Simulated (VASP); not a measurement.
# Bi (Im-3m) in VASP: notebook, part 2 of 2

VASP 6.6.1. Earlier steps stand in the parts before.

## (3) Single point, PBE

This run uses another cell than the first one, of 35.39 Å³/atom, 1.118 times its volume.

Input file INCAR:

```
PREC = Accurate ; ENCUT = 520
EDIFF = 1E-7 ; ISMEAR = 0
SIGMA = 0.05 ; LREAL = F
LASPH = T ; NELM = 100
ALGO = Fast ; ISIF = 2
LWAVE = F ; LCHARG = T
GGA = PE ; LELF = T
LVHAR = T ; NBANDS = 14
```

Input file KPOINTS:

```
Automatic mesh
0
Gamma
  6 6 6
```

Input file POSCAR:

```
Bi
1.0
   -2.0681922341      2.0681922341      2.0681922341
    2.0681922341     -2.0681922341      2.0681922341
    2.0681922341      2.0681922341     -2.0681922341
Bi
1
Direct
    0.0000000000      0.0000000000      0.0000000000
```

Potentials or basis: VASP PAW PBE potentials, release 64 (Bi_d).

The run is started by

```sh
$ cat potpaw_PBE.64/Bi_d/POTCAR > POTCAR
$ mpirun -np 1 vasp_std > vasp.out
```

OUTCAR:

```text
PREC = Accurate
   ENCUT = 520
   EDIFF = 1E-7
   ISMEAR = 0
   LREAL = F
   LASPH = T
   NELM = 100
   ISIF = 2
   GGA = PE

 ion  position               nearest neighbor table
   1  0.000  0.000  0.000-

  LATTYP: Found a body centered cubic cell.
 ALAT       =     4.1363844682

  Lattice vectors:

 A1 = (  -2.0681922341,   2.0681922341,   2.0681922341)
 A2 = (   2.0681922341,  -2.0681922341,   2.0681922341)
 A3 = (   2.0681922341,   2.0681922341,  -2.0681922341)

Analysis of symmetry for initial positions (statically):
=====================================================================
 Subroutine PRICEL returns:
 Original cell was already a primitive cell.

 Routine SETGRP: Setting up the symmetry group for a
 body centered cubic supercell.

 Subroutine GETGRP returns: Found 48 space group operations
 (whereof 48 operations were pure point group operations)
 out of a pool of 48 trial point group operations.

The static configuration has the point symmetry O_h .

[... 159 lines left out ...]
  band No.  band energies     occupation
      1     -16.5540      2.00000
      2     -16.5540      2.00000
      3     -16.5540      2.00000
      4     -16.4722      2.00000
      5     -16.4722      2.00000
      6      -6.3048      2.00000
      7      10.6626      0.00000
      8      10.6626      0.00000
      9      10.6626      0.00000
     10      14.0241      0.00000
     11      16.8213      0.00000
     12      16.8213      0.00000
     13      16.8216      0.00000
     14      17.3247      0.00000
[... 241 lines left out ...]
      1     -16.5578      2.00000
      2     -16.5578      2.00000
      3     -16.4291      2.00000
      4     -16.4291      2.00000
      5     -16.4291      2.00000
      6      -2.3326      2.00000
      7       4.8677      2.00000
      8       4.8677      2.00000
      9       4.8677      2.00000
     10      10.0686      0.00000
     11      10.0686      0.00000
     12      21.3674      0.00000
     13      22.8730      0.00000
     14      22.8730      0.00000

------------------------ aborting loop because EDIFF is reached ----------------------------------------

  FORCE on cell =-STRESS in cart. coord.  units (eV):
  Direction    XX          YY          ZZ          XY          YZ          ZX
  --------------------------------------------------------------------------------------
  -------------------------------------------------------------------------------------
  Total       -1.0089362     -1.0089362     -1.0089362      0.0000000      0.0000000      0.0000000
  in kB      -45.6816308    -45.6816308    -45.6816308      0.0000000      0.0000000      0.0000000
  external PRESSURE =     -45.6816308 kB  Pullay stress =       0.0000000 kB

 VOLUME and BASIS-vectors are now :
 -----------------------------------------------------------------------------
  energy-cutoff  :      520.00
  volume of cell :       35.39
      direct lattice vectors                 reciprocal lattice vectors
    -2.068192234  2.068192234  2.068192234     0.000000000  0.241757024  0.241757024
     2.068192234 -2.068192234  2.068192234     0.241757024  0.000000000  0.241757024
     2.068192234  2.068192234 -2.068192234     0.241757024  0.241757024  0.000000000

 POSITION                                       TOTAL-FORCE (eV/Angst)
 -----------------------------------------------------------------------------------
      0.00000      0.00000      0.00000         0.000000     -0.000000     -0.000000
 -----------------------------------------------------------------------------------
    total drift:                               -0.000000     -0.000000      0.000000

  FREE ENERGIE OF THE ION-ELECTRON SYSTEM (eV)
  ---------------------------------------------------
  free  energy   TOTEN  =        -3.6767507763 eV

  energy  without entropy=       -3.6725033946  energy(sigma->0) =       -3.67462709
```

OSZICAR:

```text
N       E                     dE             d eps       ncg     rms          rms(c)
DAV:   1     0.113385604658E+03    0.11339E+03   -0.74338E+03   448   0.116E+03
DAV:   2     0.293706420971E+01   -0.11045E+03   -0.10741E+03   478   0.324E+02
DAV:   3    -0.351360254628E+01   -0.64507E+01   -0.64314E+01   582   0.783E+01
DAV:   4    -0.367214484717E+01   -0.15854E+00   -0.15849E+00   548   0.133E+01
DAV:   5    -0.367897943845E+01   -0.68346E-02   -0.68342E-02   642   0.247E+00    0.481E-01
RMM:   6    -0.367602313558E+01    0.29563E-02   -0.80299E-03   527   0.100E+00    0.309E-01
RMM:   7    -0.367650857136E+01   -0.48544E-03   -0.80009E-03   542   0.868E-01    0.881E-02
RMM:   8    -0.367667592073E+01   -0.16735E-03   -0.15550E-03   589   0.566E-01    0.191E-02
RMM:   9    -0.367674232135E+01   -0.66401E-04   -0.61808E-04   654   0.226E-01    0.126E-02
RMM:  10    -0.367674464581E+01   -0.23245E-05   -0.10947E-04   607   0.143E-01    0.250E-03
RMM:  11    -0.367674986833E+01   -0.52225E-05   -0.59147E-05   719   0.690E-02    0.250E-03
RMM:  12    -0.367675059173E+01   -0.72340E-06   -0.69900E-06   712   0.237E-02    0.327E-03
RMM:  13    -0.367675070568E+01   -0.11395E-06   -0.12717E-06   597   0.107E-02    0.186E-03
RMM:  14    -0.367675077632E+01   -0.70637E-07   -0.34422E-07   408   0.484E-03
   1 F= -.36767508E+01 E0= -.36746271E+01  d E =-.424738E-02
```

stdout:

```text
POSCAR found type information on POSCAR Bi
 POSCAR found :  1 types and       1 ions
 scaLAPACK will be used
 LDA part: xc-table for (Slater+PW92), standard interpolation
 POSCAR, INCAR and KPOINTS ok, starting setup
 FFT: planning ... GRIDC
 FFT: planning ... GRID_SOFT
 FFT: planning ... GRID
 WAVECAR not read
 entering main loop
```

Run time: 29 s. Hardware: 1 thread of AMD EPYC 7R13, shared host; peak memory 0.12 GiB.

Results:

- Free energy: -3.6768 eV
- Pressure: -4.6 GPa

Levels at points of the mesh, in eV from the Fermi level:
| k point | band 5 | band 6 | band 7 | band 8 | band 9 | band 10 |
| --- | --- | --- | --- | --- | --- | --- |
| (0.00, 0.00, 0.00) | -22.65 | -12.48 | 4.49 | 4.49 | 4.49 | 7.85 |
| (0.50, 0.00, 0.00) | -22.59 | -10.10 | -4.13 | 1.57 | 3.30 | 5.79 |
| (0.50, 0.50, 0.50) | -22.60 | -8.51 | -1.31 | -1.31 | -1.31 | 3.89 |

Caveat: spin-orbit coupling is left out, which moves the levels of the heavy elements.

## (4) Single point, PBE

This run uses another cell than the first one, of 34.32 Å³/atom, 1.084 times its volume.

Input file INCAR:

```
PREC     = Accurate       # precision mode
ENCUT    = 500            # plane-wave cutoff, eV
EDIFF    = 1E-6           # SCF threshold, eV
ISMEAR   = 0              # smearing method
SIGMA    = 0.05           # smearing width, eV
LREAL    = False          # projectors in reciprocal space
LASPH    = True           # aspherical terms in the spheres
NELM     = 120            # most SCF steps
ALGO     = Normal         # electronic algorithm
ISIF     = 2              # what is computed and relaxed
LWAVE    = False          # write WAVECAR
LCHARG   = False          # write CHGCAR
GGA      = PE             # functional
NBANDS   = 14             # bands
GGA_COMPAT= False
```

Input file KPOINTS:

```
regular mesh
0
Gamma
  6 6 6
```

Input file POSCAR:

```
Bi
1.0
   -2.0472861471      2.0472861471      2.0472861471
    2.0472861471     -2.0472861471      2.0472861471
    2.0472861471      2.0472861471     -2.0472861471
Bi
1
Direct
    0.0000000000      0.0000000000      0.0000000000
```

Potentials or basis: VASP PAW PBE potentials, release 64 (Bi_d).

The run is started by

```sh
$ cat potpaw_PBE.64/Bi_d/POTCAR > POTCAR
$ mpirun -np 1 vasp_std > vasp.out
```

OUTCAR:

```text
PREC = Accurate
   ENCUT = 500
   EDIFF = 1E-6
   ISMEAR = 0
   LREAL = False
   LASPH = True
   NELM = 120
   ISIF = 2
   GGA = PE

 ion  position               nearest neighbor table
   1  0.000  0.000  0.000-

  LATTYP: Found a body centered cubic cell.
 ALAT       =     4.0945722942

  Lattice vectors:

 A1 = (  -2.0472861471,   2.0472861471,   2.0472861471)
 A2 = (   2.0472861471,  -2.0472861471,   2.0472861471)
[... 441 lines left out ...]
     12      21.8046      0.00000
     13      23.4855      0.00000
     14      23.4855      0.00000

------------------------ aborting loop because EDIFF is reached ----------------------------------------

  FORCE on cell =-STRESS in cart. coord.  units (eV):
  Direction    XX          YY          ZZ          XY          YZ          ZX
  --------------------------------------------------------------------------------------
  -------------------------------------------------------------------------------------
  Total       -0.7591408     -0.7591408     -0.7591408     -0.0000000      0.0000000      0.0000000
  in kB      -35.4353942    -35.4353942    -35.4353942     -0.0000000      0.0000000      0.0000000
  external PRESSURE =     -35.4353942 kB  Pullay stress =       0.0000000 kB

 VOLUME and BASIS-vectors are now :
 -----------------------------------------------------------------------------
  energy-cutoff  :      500.00
  volume of cell :       34.32
      direct lattice vectors                 reciprocal lattice vectors
    -2.047286147  2.047286147  2.047286147     0.000000000  0.244225753  0.244225753
     2.047286147 -2.047286147  2.047286147     0.244225753  0.000000000  0.244225753
     2.047286147  2.047286147 -2.047286147     0.244225753  0.244225753  0.000000000

 POSITION                                       TOTAL-FORCE (eV/Angst)
 -----------------------------------------------------------------------------------
      0.00000      0.00000      0.00000        -0.000000      0.000000     -0.000000
 -----------------------------------------------------------------------------------
    total drift:                               -0.000000     -0.000000     -0.000000

  FREE ENERGIE OF THE ION-ELECTRON SYSTEM (eV)
  ---------------------------------------------------
  free  energy   TOTEN  =        -3.7033945964 eV

  energy  without entropy=       -3.6985541479  energy(sigma->0) =       -3.70097437
```

stdout:

```text
POSCAR found type information on POSCAR Bi
 POSCAR found :  1 types and       1 ions
 scaLAPACK will be used
 LDA part: xc-table for (Slater+PW92), standard interpolation
 POSCAR, INCAR and KPOINTS ok, starting setup
 FFT: planning ... GRIDC
 FFT: planning ... GRID_SOFT
 FFT: planning ... GRID
 WAVECAR not read
 entering main loop
```

Wall time 13 s (1 thread of Intel Xeon 8259CL, shared host); peak memory 0.15 GiB.

What came out:

```yaml
Free_energy: -3.7034 eV
Pressure: -3.5 GPa
```

Levels at points of the mesh, in eV from the Fermi level:
| k point | band 4 | band 5 | band 6 | band 7 | band 8 | band 9 | band 10 | band 11 |
| --- | --- | --- | --- | --- | --- | --- | --- | --- |
| (0.00, 0.00, 0.00) | -22.63 | -22.63 | -12.63 | 4.71 | 4.71 | 4.71 | 8.21 | 10.69 |
| (0.50, 0.00, 0.00) | -22.63 | -22.56 | -10.10 | -4.26 | 1.65 | 3.42 | 5.90 | 7.59 |
| (0.50, 0.50, 0.50) | -22.58 | -22.58 | -8.40 | -1.34 | -1.34 | -1.34 | 3.89 | 3.89 |

Caveat: the k points lie up to 0.36 Å⁻¹ apart; spin-orbit coupling is left out, which moves the levels of the heavy elements.

## (5) Summary

| cell | cutoff (eV) | gap on the mesh (eV) | pressure (GPa) |
| --- | --- | --- | --- |
| a = 3.452 Å, angles 109.5°, 1 atom | 520 | none | 0.0 |
| a = 3.582 Å, angles 109.5°, 1 atom | 520 | none | -4.6 |
| a = 3.546 Å, angles 109.5°, 1 atom | 500 | none | -3.5 |

Alike in all rows: task single point; level PBE; potentials or basis VASP PAW PBE potentials, release 64 (Bi_d); no spin polarisation; k mesh 6 × 6 × 6; smearing gaussian 0.05 eV.

Caveats: some runs use coarse meshes; spin-orbit coupling is left out, which moves the levels of the heavy elements.

Absolute energies hang on the potentials; compare differences alone.
